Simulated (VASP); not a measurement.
Input of a VASP 6.6.1 run:

The input INCAR:

```
PREC = Accurate
ENCUT = 520
EDIFF = 1E-6
ISMEAR = 0
SIGMA = 0.05
LREAL = F
LASPH = T
NELM = 80
ALGO = Normal
ISIF = 2
LWAVE = F
LCHARG = F
NBANDS = 15
```

Contents of KPOINTS:

```
Automatic mesh
0
Gamma
  6 6 6
```

The input POSCAR:

```
BaTe
1.0
    4.0493427000      0.0000000000      0.0000000000
    0.0000000000      4.0493427000      0.0000000000
    0.0000000000      0.0000000000      4.1559043500
Ba Te
1 1
Direct
    0.0000000000      0.0000000000      0.0000000000
    0.5000000000      0.5000000000      0.5000000000
```

Potentials or basis: VASP PAW LDA potentials, release 64 (Ba_sv, Te).

Command:

```bash
$ cat potpaw_LDA.64/Ba_sv/POTCAR potpaw_LDA.64/Te/POTCAR > POTCAR
$ mpirun -np 1 vasp_std > vasp.out
```

Question: Predict the pressure.

Answer: 1.8 GPa.

Question: Estimate the band gap on the k mesh.

Answer: 0.22 eV, indirect (least direct gap 0.58 eV).

Stress tensor (GPa, compression positive):
```
2.50 0.00 0.00
0.00 2.50 0.00
0.00 0.00 0.43
```

Caveat: the cell differs from its parent crystal (strain -0.050 along x and y, -0.025 along z); spin-orbit coupling is left out, which moves the levels of the heavy elements. A k mesh can miss the band edges.
